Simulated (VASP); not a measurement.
# AlAs (F-43m) in VASP: further runs

AlAs is run at these levels: PBE; tasks: single point.

All numbers are computed with VASP 6.6.1; they aren't measurements. Logs are shortened: lines on timing, memory, paths and dates and some standing lists are left out, and cuts for length are marked.

## (1) The cell of the first run

Symmetry: F-43m, No. 216, cubic system. The conventional cell has a = 5.611 Å, b = 5.611 Å, c = 5.611 Å, α = 90.00°, β = 90.00°, γ = 90.00°. Within 3.2 Å of Al (site symmetry -43m) lie 4 As at 2.43 Å. Within 3.2 Å of As (site symmetry -43m) lie 4 Al at 2.43 Å.

## (2) Single point, PBE (volume changed by -6%)

File INCAR:

```
SYSTEM = AlAs
PREC = Accurate ; ENCUT = 500
EDIFF = 1E-6 ; ISMEAR = 0
SIGMA = 0.01 ; LREAL = .FALSE.
LASPH = .TRUE. ; NELM = 120
ALGO = Normal ; ISIF = 2
LWAVE = .FALSE. ; LCHARG = .FALSE.
GGA = PE ; NBANDS = 11
GGA_COMPAT = .FALSE.
```

File KPOINTS:

```
Automatic mesh
0
G
  6 6 6
  0 0 0
```

File POSCAR:

```
AlAs
1.0
    0.0000000000      2.8053451462      2.8053451462
    2.8053451462      0.0000000000      2.8053451462
    2.8053451462      2.8053451462      0.0000000000
Al As
1 1
Direct
    0.0000000000      0.0000000000      0.0000000000
    0.2500000000      0.2500000000      0.2500000000
```

Potentials or basis: VASP PAW PBE potentials, release 64 (Al, As).

On the command line:

```sh
> cat potpaw_PBE.64/Al/POTCAR potpaw_PBE.64/As/POTCAR > POTCAR
> mpirun -np 1 vasp_std > vasp.out
```

OUTCAR:

```text
SYSTEM = AlAs
   PREC = Accurate
   ENCUT = 500
   EDIFF = 1E-6
   ISMEAR = 0
   LREAL = .FALSE.
   LASPH = .TRUE.
   NELM = 120
   ISIF = 2
   GGA = PE

 ion  position               nearest neighbor table
   1  0.000  0.000  0.000-   2 2.43   2 2.43   2 2.43   2 2.43
   2  0.250  0.250  0.250-   1 2.43   1 2.43   1 2.43   1 2.43

  LATTYP: Found a face centered cubic cell.
 ALAT       =     5.6106902924

  Lattice vectors:

 A1 = (   0.0000000000,   2.8053451462,   2.8053451462)
 A2 = (   2.8053451462,   0.0000000000,   2.8053451462)
 A3 = (   2.8053451462,   2.8053451462,   0.0000000000)

Analysis of symmetry for initial positions (statically):
=====================================================================
 Subroutine PRICEL returns:
 Original cell was already a primitive cell.

 Routine SETGRP: Setting up the symmetry group for a
 face centered cubic supercell.

 Subroutine GETGRP returns: Found 24 space group operations
 (whereof 24 operations were pure point group operations)
 out of a pool of 48 trial point group operations.

The static configuration has the point symmetry T_d .

Analysis of symmetry for dynamics (positions and initial velocities):
=====================================================================
 Subroutine PRICEL returns:
 Original cell was already a primitive cell.

 Routine SETGRP: Setting up the symmetry group for a
 face centered cubic supercell.

 Subroutine GETGRP returns: Found 24 space group operations
 (whereof 24 operations were pure point group operations)
 out of a pool of 48 trial point group operations.

The dynamic configuration has the point symmetry T_d .

 Subroutine INISYM returns: Found 24 space group operations
 (whereof 24 operations are pure point group operations),
 and found     1 'primitive' translations

----------------------------------------------------------------------------------------

                                     Primitive cell

  volume of cell :      44.1559

  direct lattice vectors                    reciprocal lattice vectors
     0.000000000  2.805345146  2.805345146    -0.178231189  0.178231189  0.178231189
     2.805345146  0.000000000  2.805345146     0.178231189 -0.178231189  0.178231189
     2.805345146  2.805345146  0.000000000     0.178231189  0.178231189 -0.178231189

  length of vectors
     3.967357153  3.967357153  3.967357153     0.308705474  0.308705474  0.308705474

[... 78 lines left out ...]
   ISYM   =      2    0-nonsym 1-usesym 2-fastsym
   POTIM  = 0.5000    time-step for ionic-motion
   TEBEG  =    0.0;   TEEND  =   0.0 temperature during run
   PSTRESS=    0.0 pullay stress
   NELECT =       8.0000    total number of electrons
   NUPDOWN=      -1.0000    fix difference up-down
   EMIN   =  10.00;   EMAX   =-10.00  energy-range for DOS
   EFERMI =   0.00;   METHOD = LEGACY
   ISMEAR =     0;   SIGMA  =   0.01  broadening in eV -4-tet -1-fermi 0-gaus
   EFERMI_NEDOS =   21; number of points for ismear=-14 and -15
   IALGO  =     38    algorithm
   IMIX   =      4    mixing-type and parameters
     AMIX     =   0.40;   BMIX     =  1.00
     AMIX_MAG =   1.60;   BMIX_MAG =  1.00
  volume/ion in A,a.u.               =      22.08       148.99
  Fermi-wavevector in a.u.,A,eV,Ry     =   0.926350  1.750548 11.675495  0.858125
  Thomas-Fermi vector in A             =   2.052303
   LORBIT       =      0    0 simple, 1 ext, 2 COOP (PROOUT), +10 PAW based schemes
   GGA     = PE    functional components
   LHFCALC =     F    Hartree Fock is set to
   AEXX    =    0.0000 exact exchange contribution
   IVDW    =     0    specifies the selected vdW correction
   LEPSILON=     F    determine dielectric tensor
   LRPA    =     F    only Hartree local field effects (RPA)
 non-spin polarized calculation
 Gauss-broadening in eV      SIGMA  =   0.01
  energy-cutoff  :      500.00
  volume of cell :       44.16
 maximum number of plane-waves:      1139
 NGX is ok and might be reduce to    30
   NGX = 15   NGY = 15   NGZ = 15

 number of electron       8.0000001 magnetization

 Free energy of the ion-electron system (eV)
  ---------------------------------------------------
  ext. energy  EPLUGINS =         0.00000000
  ---------------------------------------------------
  free energy    TOTEN  =        -9.33397613 eV

  energy without entropy =       -9.33397613  energy(sigma->0) =       -9.33397613

 E-fermi :   4.2204     XC(G=0):  -9.1434

 val. band max:        4.1245852273   @ k =   0.0000   0.0000   0.0000
 cond. band min:       5.5079526470   @ k =   0.5000   0.5000   0.0000
 fundamental gap:      1.3833674197
 Fermi energy:         4.2203621888

 k-point     1 :       0.0000    0.0000    0.0000
  band No.  band energies     occupation
      1      -7.8925      2.00000
      2       4.1246      2.00000
      3       4.1246      2.00000
      4       4.1246      2.00000
      5       6.3991      0.00000
      6       8.4537      0.00000
      7       8.4537      0.00000
      8       8.4537      0.00000
      9      13.1391      0.00000
     10      13.1847      0.00000
     11      13.1847      0.00000
[... 197 lines left out ...]
 k-point    16 :      -0.3333    0.5000    0.1667
  band No.  band energies     occupation
      1      -5.8036      2.00000
      2      -1.1536      2.00000
      3       1.0949      2.00000
      4       1.3479      2.00000
      5       7.2909      0.00000
      6       8.2855      0.00000
      7      11.3614      0.00000
      8      12.0754      0.00000
      9      14.9052      0.00000
     10      16.6207      0.00000
     11      16.8884      0.00000

------------------------ aborting loop because EDIFF is reached ----------------------------------------

  FORCE on cell =-STRESS in cart. coord.  units (eV):
  Direction    XX          YY          ZZ          XY          YZ          ZX
  --------------------------------------------------------------------------------------
  -------------------------------------------------------------------------------------
  Total        1.3835011      1.3835011      1.3835011      0.0000000      0.0000000      0.0000000
  in kB       50.1997087     50.1997087     50.1997087      0.0000000      0.0000000      0.0000000
  external PRESSURE =      50.1997087 kB  Pullay stress =       0.0000000 kB

 VOLUME and BASIS-vectors are now :
 -----------------------------------------------------------------------------
  energy-cutoff  :      500.00
  volume of cell :       44.16
      direct lattice vectors                 reciprocal lattice vectors
     0.000000000  2.805345146  2.805345146    -0.178231189  0.178231189  0.178231189
     2.805345146  0.000000000  2.805345146     0.178231189 -0.178231189  0.178231189
     2.805345146  2.805345146  0.000000000     0.178231189  0.178231189 -0.178231189

 POSITION                                       TOTAL-FORCE (eV/Angst)
 -----------------------------------------------------------------------------------
      0.00000      0.00000      0.00000        -0.000000      0.000000      0.000000
      1.40267      1.40267      1.40267         0.000000     -0.000000     -0.000000
 -----------------------------------------------------------------------------------
    total drift:                                0.000000      0.000000      0.000000

  FREE ENERGIE OF THE ION-ELECTRON SYSTEM (eV)
  ---------------------------------------------------
  free  energy   TOTEN  =        -9.3339761311 eV

  energy  without entropy=       -9.3339761311  energy(sigma->0) =       -9.33397613
```

stdout:

```text
POSCAR found type information on POSCAR AlAs
 POSCAR found :  2 types and       2 ions
 scaLAPACK will be used
 LDA part: xc-table for (Slater+PW92), standard interpolation
 POSCAR, INCAR and KPOINTS ok, starting setup
 FFT: planning ... GRIDC
 FFT: planning ... GRID_SOFT
 FFT: planning ... GRID
 WAVECAR not read
 entering main loop
```

It took 9.8 s on 1 thread of Intel Xeon 6975P-C (Granite Rapids), shared host; peak memory 0.16 GiB.

What came out:

- Free energy: -9.3340 eV
- Pressure: 5.0 GPa
- Band gap on the k mesh: 1.38 eV, indirect (least direct gap 2.27 eV)

Caveat: the cell differs from its parent crystal (volume changed by -6%). A k mesh can miss the band edges.

## (3) Single point, PBE

This run uses another cell than the first one, of 23.49 Å³/atom, 1.064 times its volume.

File INCAR:

```
PREC = Accurate
ENCUT = 500
EDIFF = 1E-6
ISMEAR = 0
SIGMA = 0.01
LREAL = F
LASPH = T
NELM = 120
ALGO = Normal
ISIF = 2
LWAVE = F
LCHARG = F
GGA = PE
NBANDS = 11
GGA_COMPAT = F
```

File KPOINTS:

```
Automatic mesh
0
Gamma
  6 6 6
```

File POSCAR:

```
AlAs
1.0
    0.0000000000      2.8638065824      2.8638065824
    2.8638065824      0.0000000000      2.8638065824
    2.8638065824      2.8638065824      0.0000000000
Al As
1 1
Direct
    0.0000000000      0.0000000000      0.0000000000
    0.2500000000      0.2500000000      0.2500000000
```

Potentials or basis: VASP PAW PBE potentials, release 64 (Al, As).

On the command line:

```sh
> cat potpaw_PBE.64/Al/POTCAR potpaw_PBE.64/As/POTCAR > POTCAR
> mpirun -np 1 vasp_std > vasp.out
```

OUTCAR:

```text
PREC = Accurate
   ENCUT = 500
   EDIFF = 1E-6
   ISMEAR = 0
   LREAL = F
   LASPH = T
   NELM = 120
   ISIF = 2
   GGA = PE

 ion  position               nearest neighbor table
   1  0.000  0.000  0.000-   2 2.48   2 2.48   2 2.48   2 2.48
   2  0.250  0.250  0.250-   1 2.48   1 2.48   1 2.48   1 2.48

  LATTYP: Found a face centered cubic cell.
 ALAT       =     5.7276131648

  Lattice vectors:

 A1 = (   0.0000000000,   2.8638065824,   2.8638065824)
[... 400 lines left out ...]
------------------------ aborting loop because EDIFF is reached ----------------------------------------

  FORCE on cell =-STRESS in cart. coord.  units (eV):
  Direction    XX          YY          ZZ          XY          YZ          ZX
  --------------------------------------------------------------------------------------
  -------------------------------------------------------------------------------------
  Total        0.0574423      0.0574423      0.0574423      0.0000000      0.0000000     -0.0000000
  in kB        1.9592108      1.9592108      1.9592108      0.0000000      0.0000000     -0.0000000
  external PRESSURE =       1.9592108 kB  Pullay stress =       0.0000000 kB

 VOLUME and BASIS-vectors are now :
 -----------------------------------------------------------------------------
  energy-cutoff  :      500.00
  volume of cell :       46.97
      direct lattice vectors                 reciprocal lattice vectors
     0.000000000  2.863806582  2.863806582    -0.174592797  0.174592797  0.174592797
     2.863806582  0.000000000  2.863806582     0.174592797 -0.174592797  0.174592797
     2.863806582  2.863806582  0.000000000     0.174592797  0.174592797 -0.174592797

 POSITION                                       TOTAL-FORCE (eV/Angst)
 -----------------------------------------------------------------------------------
      0.00000      0.00000      0.00000        -0.000000     -0.000000     -0.000000
      1.43190      1.43190      1.43190         0.000000      0.000000      0.000000
 -----------------------------------------------------------------------------------
    total drift:                               -0.000000     -0.000000     -0.000000

  FREE ENERGIE OF THE ION-ELECTRON SYSTEM (eV)
  ---------------------------------------------------
  free  energy   TOTEN  =        -9.3776419126 eV

  energy  without entropy=       -9.3776419126  energy(sigma->0) =       -9.37764191
```

OSZICAR:

```text
N       E                     dE             d eps       ncg     rms          rms(c)
DAV:   1     0.135673093834E+02    0.13567E+02   -0.28533E+03   352   0.514E+02
DAV:   2    -0.852573893188E+01   -0.22093E+02   -0.21053E+02   443   0.897E+01
DAV:   3    -0.958727277121E+01   -0.10615E+01   -0.10601E+01   448   0.183E+01
DAV:   4    -0.959538649686E+01   -0.81137E-02   -0.81134E-02   416   0.183E+00
DAV:   5    -0.959551475620E+01   -0.12826E-03   -0.12826E-03   429   0.238E-01    0.313E+00
DAV:   6    -0.940750613014E+01    0.18801E+00   -0.34678E-01   382   0.210E+00    0.181E+00
DAV:   7    -0.937670207921E+01    0.30804E-01   -0.16395E-01   397   0.158E+00    0.674E-01
DAV:   8    -0.937738083668E+01   -0.67876E-03   -0.11332E-02   394   0.494E-01    0.112E-01
DAV:   9    -0.937748838979E+01   -0.10755E-03   -0.42279E-04   418   0.116E-01    0.641E-02
DAV:  10    -0.937763815224E+01   -0.14976E-03   -0.20616E-04   387   0.757E-02    0.771E-03
DAV:  11    -0.937764182076E+01   -0.36685E-05   -0.22470E-05   432   0.198E-02    0.574E-03
DAV:  12    -0.937764191259E+01   -0.91830E-07   -0.20178E-06   397   0.704E-03
   1 F= -.93776419E+01 E0= -.93776419E+01  d E =-.300997E-48
```

It took 9.6 s on 1 thread of Intel Xeon 6975P-C (Granite Rapids), shared host; peak memory 0.16 GiB.

What came out:

```yaml
Free_energy: -9.3776 eV
Pressure: 0.2 GPa
Band_gap_on_the_k_mesh: 1.49 eV, indirect (least direct gap 1.78 eV)
```

A k mesh can miss the band edges. Expect the measured gap to be larger: semilocal functionals such as PBE lack the derivative discontinuity.

## (4) Single point, PBE (volume changed by -3%)

File INCAR:

```
SYSTEM = AlAs
PREC     = Accurate       ! precision mode
ENCUT    = 500            ! plane-wave cutoff, eV
EDIFF    = 1E-6           ! SCF threshold, eV
ISMEAR   = 0              ! smearing method
SIGMA    = 0.01           ! smearing width, eV
LREAL    = .False.        ! projectors in reciprocal space
LASPH    = .True.         ! aspherical terms in the spheres
NELM     = 120            ! most SCF steps
ALGO     = Normal         ! electronic algorithm
ISIF     = 2              ! what is computed and relaxed
LWAVE    = .False.        ! write WAVECAR
LCHARG   = .False.        ! write CHGCAR
GGA      = PE             ! functional
NBANDS   = 11             ! bands
GGA_COMPAT= .False.
```

File KPOINTS:

```
regular mesh
0
Gamma
  6 6 6
  0 0 0
```

File POSCAR:

```
AlAs
1.0
    0.0000000000      2.8348772653      2.8348772653
    2.8348772653      0.0000000000      2.8348772653
    2.8348772653      2.8348772653      0.0000000000
Al As
1 1
Direct
    0.0000000000      0.0000000000      0.0000000000
    0.2500000000      0.2500000000      0.2500000000
```

On the command line:

```sh
> cat potpaw_PBE.64/Al/POTCAR potpaw_PBE.64/As/POTCAR > POTCAR
> mpirun -np 1 vasp_std > vasp.out
```

Wall time 9.3 s (1 thread of Intel Xeon 6975P-C (Granite Rapids), shared host); peak memory 0.16 GiB.

It converged, with:

- Free energy: -9.3664 eV
- Pressure: 2.4 GPa
- Band gap on the k mesh: 1.44 eV, indirect (least direct gap 2.02 eV)

Levels at points of the mesh, in eV from the valence-band top:
| k point | band 1 | band 2 | band 3 | band 4 | band 5 | band 6 | band 7 | band 8 |
| --- | --- | --- | --- | --- | --- | --- | --- | --- |
| (0.00, 0.00, 0.00) | -11.84 | 0.00 | 0.00 | 0.00 | 2.02 | 4.28 | 4.28 | 4.28 |
| (0.50, 0.00, 0.00) | -10.43 | -5.55 | -0.82 | -0.82 | 2.12 | 4.67 | 4.67 | 7.74 |
| (0.50, 0.50, 0.00) | -9.88 | -5.42 | -2.16 | -2.16 | 1.44 | 2.29 | 10.30 | 10.30 |

Caveat: the cell differs from its parent crystal (volume changed by -3%).

## (5) Single point, PBE (volume changed by +3%)

File INCAR:

```
PREC = Accurate ; ENCUT = 500
EDIFF = 1E-6 ; ISMEAR = 0
SIGMA = 0.01 ; LREAL = False
LASPH = True ; NELM = 120
ALGO = Normal ; ISIF = 2
LWAVE = False ; LCHARG = False
GGA = PE ; NBANDS = 11
GGA_COMPAT = False
```

File KPOINTS:

```
regular mesh
0
Gamma
  6 6 6
```

File POSCAR:

```
AlAs
1.0
    0.0000000000      2.8921629472      2.8921629472
    2.8921629472      0.0000000000      2.8921629472
    2.8921629472      2.8921629472      0.0000000000
Al As
1 1
Direct
    0.0000000000      0.0000000000      0.0000000000
    0.2500000000      0.2500000000      0.2500000000
```

On the command line:

```sh
> cat potpaw_PBE.64/Al/POTCAR potpaw_PBE.64/As/POTCAR > POTCAR
> mpirun -np 1 vasp_std > vasp.out
```

It took 9 s on 1 thread of Intel Xeon 6975P-C (Granite Rapids), shared host; peak memory 0.16 GiB.

Results (log left out):

* Free energy: -9.3708 eV
* Pressure: -1.7 GPa
* Band gap on the k mesh: 1.54 eV, indirect (least direct gap 1.55 eV)

Levels at points of the mesh, in eV from the valence-band top:
| k point | band 2 | band 3 | band 4 | band 5 | band 6 | band 7 |
| --- | --- | --- | --- | --- | --- | --- |
| (0.00, 0.00, 0.00) | 0.00 | 0.00 | 0.00 | 1.55 | 4.17 | 4.17 |
| (0.50, 0.00, 0.00) | -5.30 | -0.78 | -0.78 | 1.90 | 4.63 | 4.63 |
| (0.50, 0.50, 0.00) | -5.22 | -2.03 | -2.03 | 1.54 | 2.28 | 9.83 |

Caveat: the cell differs from its parent crystal (volume changed by +3%).

## (6) Single point, PBE (volume changed by +6%)

File INCAR:

```
  PREC = Accurate
  ENCUT = 500
  EDIFF = 1E-6
  ISMEAR = 0
  SIGMA = 0.01
  LREAL = F
  LASPH = T
  NELM = 120
  ALGO = Normal
  ISIF = 2
  LWAVE = F
  LCHARG = F
  GGA = PE
  NBANDS = 11
  GGA_COMPAT = F
```

File KPOINTS:

```
Automatic mesh
0
Gamma
  6 6 6
```

File POSCAR:

```
AlAs
1.0
    0.0000000000      2.9199739124      2.9199739124
    2.9199739124      0.0000000000      2.9199739124
    2.9199739124      2.9199739124      0.0000000000
Al As
1 1
Direct
    0.0000000000      0.0000000000      0.0000000000
    0.2500000000      0.2500000000      0.2500000000
```

Potentials or basis: VASP PAW PBE potentials, release 64 (Al, As).

On the command line:

```sh
> cat potpaw_PBE.64/Al/POTCAR potpaw_PBE.64/As/POTCAR > POTCAR
> mpirun -np 1 vasp_std > vasp.out
```

Run time: 10 s. Hardware: 1 thread of Intel Xeon 6975P-C (Granite Rapids), shared host; peak memory 0.16 GiB.

The run converged. Its results:

| Property | Result |
| --- | --- |
| Free energy | -9.3486 eV |
| Pressure | -3.3 GPa |
| Band gap on the k mesh | 1.34 eV, direct |

Levels at points of the mesh, in eV from the valence-band top:
```
           k point  band 1  band 2  band 3  band 4  band 5  band 6  band 7  band 8
(0.00, 0.00, 0.00)  -11.37    0.00    0.00    0.00    1.34    4.12    4.12    4.12
(0.50, 0.00, 0.00)  -10.15   -5.18   -0.76   -0.76    1.80    4.60    4.60    7.56
(0.50, 0.50, 0.00)   -9.69   -5.13   -1.97   -1.97    1.58    2.27    9.61    9.61
```

Caveat: the cell differs from its parent crystal (volume changed by +6%). A k mesh can miss the band edges.

## (7) Summary

```csv
cell,gap on the mesh (eV),pressure (GPa)
"a = 3.967 Å, angles 60.0°, 2 atoms",1.38,5.0
"a = 4.050 Å, angles 60.0°, 2 atoms",1.49,0.2
"a = 4.009 Å, angles 60.0°, 2 atoms",1.44,2.4
"a = 4.090 Å, angles 60.0°, 2 atoms",1.54,-1.7
"a = 4.129 Å, angles 60.0°, 2 atoms",1.34,-3.3
```

Alike in all rows: task single point; level PBE; potentials or basis VASP PAW PBE potentials, release 64 (Al, As); no spin polarisation; k mesh 6 × 6 × 6; cutoff (eV) 500; smearing gaussian 0.01 eV.

Total energies depend on the potentials used, so only differences within one code and one set of settings carry meaning.
